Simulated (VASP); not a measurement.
# Sm (Fd-3m) in VASP: single point with LDA

Aim: the single point of Sm with LDA.

Everything below comes from runs of VASP 6.6.1. Logs are shortened: lines on timing, memory, paths and dates and some standing lists are left out, and cuts for length are marked.

### 1 The cell of the first run

The structure is cubic, space group Fd-3m (No. 227). Conventional cell: a = 5.388 Å, b = 5.388 Å, c = 5.388 Å, α = 90.00°, β = 90.00°, γ = 90.00°. Sm (site symmetry -43m) has 4 Sm at 2.33 Å within 3.1 Å.

### 2 Single point, LDA

INCAR

```
SYSTEM = Sm
ALGO = Normal
EDIFF = 1E-6
ENCUT = 520
GGA = CA
ISIF = 2
ISMEAR = -1
LASPH = .True.
LCHARG = .False.
LREAL = .False.
LWAVE = .False.
NBANDS = 23
NELM = 80
PREC = Accurate
SIGMA = 0.13605693000000002
```

KPOINTS

```
k-points
0
Gamma
  9 9 9
  0 0 0
```

POSCAR

```
Sm
1.0
    0.0000000000      2.6942263456      2.6942263456
    2.6942263456      0.0000000000      2.6942263456
    2.6942263456      2.6942263456      0.0000000000
Sm
2
Direct
    0.0000000000      0.0000000000      0.0000000000
    0.2500000000      0.2500000000      0.2500000000
```

Potentials or basis: VASP PAW PBE potentials, release 64 (Sm).

On the command line:

```
$ cat potpaw_PBE.64/Sm/POTCAR > POTCAR
$ mpirun -np 1 vasp_std > vasp.out
```

OUTCAR:

```text
SYSTEM = Sm
   EDIFF = 1E-6
   ENCUT = 520
   GGA = CA
   ISIF = 2
   ISMEAR = -1
   LASPH = .True.
   LREAL = .False.
   NELM = 80
   PREC = Accurate

 ion  position               nearest neighbor table
   1  0.000  0.000  0.000-   2 2.33   2 2.33   2 2.33   2 2.33
   2  0.250  0.250  0.250-   1 2.33   1 2.33   1 2.33   1 2.33

  LATTYP: Found a face centered cubic cell.
 ALAT       =     5.3884526912

  Lattice vectors:

 A1 = (   0.0000000000,   2.6942263456,   2.6942263456)
 A2 = (   2.6942263456,   0.0000000000,   2.6942263456)
 A3 = (   2.6942263456,   2.6942263456,   0.0000000000)

Analysis of symmetry for initial positions (statically):
=====================================================================
 Subroutine PRICEL returns:
 Original cell was already a primitive cell.

 Routine SETGRP: Setting up the symmetry group for a
 face centered cubic supercell.

 Subroutine GETGRP returns: Found 48 space group operations
 (whereof 24 operations were pure point group operations)
 out of a pool of 48 trial point group operations.

The static configuration has the point symmetry T_d .
 The point group associated with its full space group is O_h .

Analysis of symmetry for dynamics (positions and initial velocities):
=====================================================================
 Subroutine PRICEL returns:
 Original cell was already a primitive cell.

 Routine SETGRP: Setting up the symmetry group for a
 face centered cubic supercell.

 Subroutine GETGRP returns: Found 48 space group operations
 (whereof 24 operations were pure point group operations)
 out of a pool of 48 trial point group operations.

The dynamic configuration has the point symmetry T_d .
 The point group associated with its full space group is O_h .

 Subroutine INISYM returns: Found 48 space group operations
 (whereof 24 operations are pure point group operations),
 and found     1 'primitive' translations

----------------------------------------------------------------------------------------

                                     Primitive cell

  volume of cell :      39.1140

  direct lattice vectors                    reciprocal lattice vectors
     0.000000000  2.694226346  2.694226346    -0.185582032  0.185582032  0.185582032
     2.694226346  0.000000000  2.694226346     0.185582032 -0.185582032  0.185582032
     2.694226346  2.694226346  0.000000000     0.185582032  0.185582032 -0.185582032

  length of vectors
     3.810211438  3.810211438  3.810211438     0.321437508  0.321437508  0.321437508

  position of ions in fractional coordinates (direct lattice)
     0.000000000  0.000000000  0.000000000
     0.250000000  0.250000000  0.250000000

  ion indices of the primitive-cell ions
   primitive index   ion index
                 1           1
                 2           2

----------------------------------------------------------------------------------------

 KPOINTS: k-points

Automatic generation of k-mesh.
 Grid dimensions read from file:
 generate k-points for:    9    9    9

 Generating k-lattice:

  Cartesian coordinates                     Fractional coordinates (reciprocal lattice)
    -0.020620226  0.020620226  0.020620226     0.111111111  0.000000000  0.000000000
     0.020620226 -0.020620226  0.020620226     0.000000000  0.111111111  0.000000000
     0.020620226  0.020620226 -0.020620226     0.000000000  0.000000000  0.111111111

  Length of vectors
     0.035715279  0.035715279  0.035715279

  Shift w.r.t. Gamma in fractional coordinates (k-lattice)
     0.000000000  0.000000000  0.000000000

 Subroutine IBZKPT returns following result:
 ===========================================

 Found     35 irreducible k-points:

 Following reciprocal coordinates:
            Coordinates               Weight
  0.000000  0.000000  0.000000      1.000000
  0.111111  0.000000  0.000000      8.000000
  0.222222  0.000000  0.000000      8.000000
  0.333333  0.000000  0.000000      8.000000
  0.444444  0.000000  0.000000      8.000000
  0.111111  0.111111  0.000000      6.000000
[... 16 lines left out ...]
 -0.333333  0.333333  0.000000     12.000000
  0.444444  0.444444  0.000000      6.000000
 [... further k-points ...]
   k-points           NKPTS =     35   k-points in BZ     NKDIM =     35   number of bands    NBANDS=     23
   number of dos      NEDOS =    301   number of ions     NIONS =      2
   total plane-waves  NPLWV =  21952
   dimension x,y,z NGX =    28 NGY =   28 NGZ =   28
   dimension x,y,z NGXF=    56 NGYF=   56 NGZF=   56
   ions per type =               2
   NGX,Y,Z   is equivalent  to a cutoff of  12.22, 12.22, 12.22 a.u.
   NGXF,Y,Z  is equivalent  to a cutoff of  24.43, 24.43, 24.43 a.u.
 SYSTEM =  Sm
   PREC   = accura    normal or accurate (medium, high low for compatibility)
   ISTART =      0    job   : 0-new  1-cont  2-samecut
   ICHARG =      2    charge: 1-file 2-atom 10-const
   ISPIN  =      1    spin polarized calculation?
   LNONCOLLINEAR =      F non collinear calculations
   LSORBIT =      F    spin-orbit coupling
   LASPH  =      T    aspherical Exc in radial PAW
   ENCUT  =  520.0 eV  38.22 Ry    6.18 a.u.   7.08  7.08  7.08*2*pi/ulx,y,z
   NELM   =     80;   NELMIN=  2; NELMDL= -5     # of ELM steps
   EDIFF  = 0.1E-05   stopping-criterion for ELM
   LREAL  =      F    real-space projection
   EDIFFG = 0.1E-04   stopping-criterion for IOM
   NSW    =      0    number of steps for IOM
   IBRION =     -1    ionic relax: 0-MD 1-quasi-New 2-CG
   NFREE  =      0    steps in history (QN), initial steepest desc. (CG)
   ISIF   =      2    stress and relaxation
   ISYM   =      2    0-nonsym 1-usesym 2-fastsym
   POTIM  = 0.5000    time-step for ionic-motion
   TEBEG  =    0.0;   TEEND  =   0.0 temperature during run
   PSTRESS=    0.0 pullay stress
   NELECT =      32.0000    total number of electrons
   NUPDOWN=      -1.0000    fix difference up-down
   EMIN   =  10.00;   EMAX   =-10.00  energy-range for DOS
   EFERMI =   0.00;   METHOD = LEGACY
   ISMEAR =    -1;   SIGMA  =   0.14  broadening in eV -4-tet -1-fermi 0-gaus
   EFERMI_NEDOS =   21; number of points for ismear=-14 and -15
   IALGO  =     38    algorithm
   IMIX   =      4    mixing-type and parameters
     AMIX     =   0.40;   BMIX     =  1.00
     AMIX_MAG =   1.60;   BMIX_MAG =  1.00
  volume/ion in A,a.u.               =      19.56       131.98
  Fermi-wavevector in a.u.,A,eV,Ry     =   1.531137  2.893430 31.897238  2.344381
  Thomas-Fermi vector in A             =   2.638523
   LORBIT       =      0    0 simple, 1 ext, 2 COOP (PROOUT), +10 PAW based schemes
   GGA     = CA    functional components
   LHFCALC =     F    Hartree Fock is set to
   AEXX    =    0.0000 exact exchange contribution
   IVDW    =     0    specifies the selected vdW correction
   LEPSILON=     F    determine dielectric tensor
   LRPA    =     F    only Hartree local field effects (RPA)
 non-spin polarized calculation
  energy-cutoff  :      520.00
  volume of cell :       39.11
 maximum number of plane-waves:      1067
   NGX = 15   NGY = 15   NGZ = 15

 number of electron      31.9999998 magnetization

 Free energy of the ion-electron system (eV)
  ---------------------------------------------------
  ext. energy  EPLUGINS =         0.00000000
  ---------------------------------------------------
  free energy    TOTEN  =       -13.43333417 eV

  energy without entropy =      -12.84408039  energy(sigma->0) =      -13.13870728

 E-fermi :   4.7826     XC(G=0): -12.6237

 val. band max:        4.7692444739   @ k =   0.4444   0.3333   0.1111
 cond. band min:       4.7855053621   @ k =  -0.4444   0.1111   0.0000
 fundamental gap:      0.0162608882
 Fermi energy:         4.7825580544

 k-point     1 :       0.0000    0.0000    0.0000
  band No.  band energies     occupation
      1     -36.3319      2.00000
      2     -31.6091      2.00000
      3     -16.3528      2.00000
      4     -16.3528      2.00000
      5     -16.3528      2.00000
      6     -12.2356      2.00000
[... 15 lines left out ...]
     22       5.8415      0.00083
     23       5.8415      0.00083

 k-point     2 :       0.1111    0.0000    0.0000
  band No.  band energies     occupation
      1     -36.2491      2.00000
      2     -31.7552      2.00000
      3     -16.4425      2.00000
      4     -16.4425      2.00000
      5     -16.3482      2.00000
      6     -12.1109      2.00000
[... 15 lines left out ...]
     22       5.8308      0.00090
     23       5.8374      0.00086

 k-point     3 :       0.2222    0.0000    0.0000
  band No.  band energies     occupation
      1     -36.0156      2.00000
      2     -32.1447      2.00000
      3     -16.6480      2.00000
      4     -16.6480      2.00000
      5     -16.3667      2.00000
      6     -11.7589      2.00000
[... 15 lines left out ...]
     22       5.8266      0.00093
     23       5.8382      0.00085

 k-point     4 :       0.3333    0.0000    0.0000
  band No.  band energies     occupation
      1     -35.6876      2.00000
      2     -32.6433      2.00000
      3     -16.8531      2.00000
      4     -16.8531      2.00000
      5     -16.4280      2.00000
      6     -11.4061      2.00000
[... 15 lines left out ...]
     22       5.8141      0.00102
     23       6.1218      0.00011

 k-point     5 :       0.4444    0.0000    0.0000
  band No.  band energies     occupation
      1     -35.4076      2.00000
      2     -33.0310      2.00000
      3     -16.9745      2.00000
      4     -16.9745      2.00000
      5     -16.4844      2.00000
      6     -11.1887      2.00000
[... 434 lines left out ...]
 k-point    22 :      -0.4444    0.3333    0.0000
  band No.  band energies     occupation
      1     -34.7237      2.00000
      2     -33.8556      2.00000
      3     -17.8182      2.00000
      4     -17.4712      2.00000
      5     -14.4552      2.00000
      6     -13.0417      2.00000
[... 15 lines left out ...]
     22       5.6469      0.00348
     23       5.7799      0.00131

 k-point    23 :      -0.3333    0.3333    0.0000
  band No.  band energies     occupation
      1     -34.8475      2.00000
      2     -33.7164      2.00000
      3     -17.8938      2.00000
      4     -17.3225      2.00000
      5     -14.7440      2.00000
      6     -12.5702      2.00000
[... 15 lines left out ...]
     22       5.6118      0.00450
     23       5.7266      0.00194

 k-point    24 :       0.4444    0.4444    0.0000
  band No.  band energies     occupation
      1     -34.6867      2.00000
      2     -33.8968      2.00000
      3     -17.6175      2.00000
      4     -17.6175      2.00000
      5     -14.2122      2.00000
      6     -13.6316      2.00000
[... 15 lines left out ...]
     22       5.7037      0.00229
     23       5.8114      0.00104

 [... further k-points ...]

------------------------ aborting loop because EDIFF is reached ----------------------------------------

  FORCE on cell =-STRESS in cart. coord.  units (eV):
  Direction    XX          YY          ZZ          XY          YZ          ZX
  --------------------------------------------------------------------------------------
  -------------------------------------------------------------------------------------
  Total        0.8622307      0.8622307      0.8622307      0.0000000      0.0000000      0.0000000
  in kB       35.3184656     35.3184656     35.3184656      0.0000000      0.0000000      0.0000000
  external PRESSURE =      35.3184656 kB  Pullay stress =       0.0000000 kB

 VOLUME and BASIS-vectors are now :
 -----------------------------------------------------------------------------
  energy-cutoff  :      520.00
  volume of cell :       39.11
      direct lattice vectors                 reciprocal lattice vectors
     0.000000000  2.694226346  2.694226346    -0.185582032  0.185582032  0.185582032
     2.694226346  0.000000000  2.694226346     0.185582032 -0.185582032  0.185582032
     2.694226346  2.694226346  0.000000000     0.185582032  0.185582032 -0.185582032

 POSITION                                       TOTAL-FORCE (eV/Angst)
 -----------------------------------------------------------------------------------
      0.00000      0.00000      0.00000        -0.000000     -0.000000      0.000000
      1.34711      1.34711      1.34711         0.000000      0.000000     -0.000000
 -----------------------------------------------------------------------------------
    total drift:                                0.000000      0.000000     -0.000000

  FREE ENERGIE OF THE ION-ELECTRON SYSTEM (eV)
  ---------------------------------------------------
  free  energy   TOTEN  =       -13.4333341680 eV

  energy  without entropy=      -12.8440803862  energy(sigma->0) =      -13.13870728
```

Wall time 58 s (1 thread of Intel Xeon Platinum 8488C (Sapphire Rapids), shared host); peak memory 0.17 GiB.

What came out:

```
Free energy            : -13.4333 eV
Pressure               : 3.5 GPa
Band gap on the k mesh : zero (band 16 reaches 4.92 eV, above the bottom of band 17 at 4.33 eV)
```

Caveat: the PAW data sets were made with another functional, which shifts forces and pressure a little; spin-orbit coupling is left out, which moves the levels of the heavy elements.
